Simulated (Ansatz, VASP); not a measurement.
# CoO: VASP beside Ansatz

```
Co O
1.0
     2.91042    0.00000    0.00000
    -1.45521    2.52050    0.00000
     0.00000    0.00000    5.23760
Co O
2 2
Direct
  0.00000 0.00000 0.01519
  0.33333 0.66667 0.51519
  0.00000 0.00000 0.35981
  0.33333 0.66667 0.85981
```

Alike in both runs: task single point; functional PBE; k mesh 12 × 12 × 6; occupations gaussian, width 0.02 eV; collinear spin; Hubbard terms Co d U = 3.32 eV.

|  | VASP | Ansatz |
| --- | --- | --- |
| version | VASP 6.6.1 | Ansatz 0.2.0 |
| potentials or method | VASP PAW PBE potentials, release 64 (Co, O), cutoff 520 eV | scalar-relativistic, plane waves, PAW |
| valence electrons in the cell | 30 | 46 |

Ansatz gave:

```
gap on the k mesh at the Fermi level (eV)                     : 1.04
least direct gap on the mesh (eV)                             : 1.21
rms of the force components (eV/Å)                            : 0.000
net moment per atom (μB)                                      : 0.00
size of the moment on the site where the two differ most (μB) : 2.18
```

**Question.** Which values does VASP return?

**Answer.** gap on the k mesh at the Fermi level (eV): 1.10; least direct gap on the mesh (eV): 1.26; rms of the force components (eV/Å): 0.029; net moment per atom (μB): 0.00; size of the moment on the site where the two differ most (μB): 2.48.

Site moments also hang on the region over which each program counts them. The programs project onto different local orbitals, so the same U acts differently, and such runs can settle in different states. Atom by atom the forces differ by 0.028 eV/Å (rms over components). VASP's potentials hold 30 valence electrons a cell and Ansatz's 46, so a difference there can come from the potentials and not from the codes. Ansatz's warnings: stability check not made.
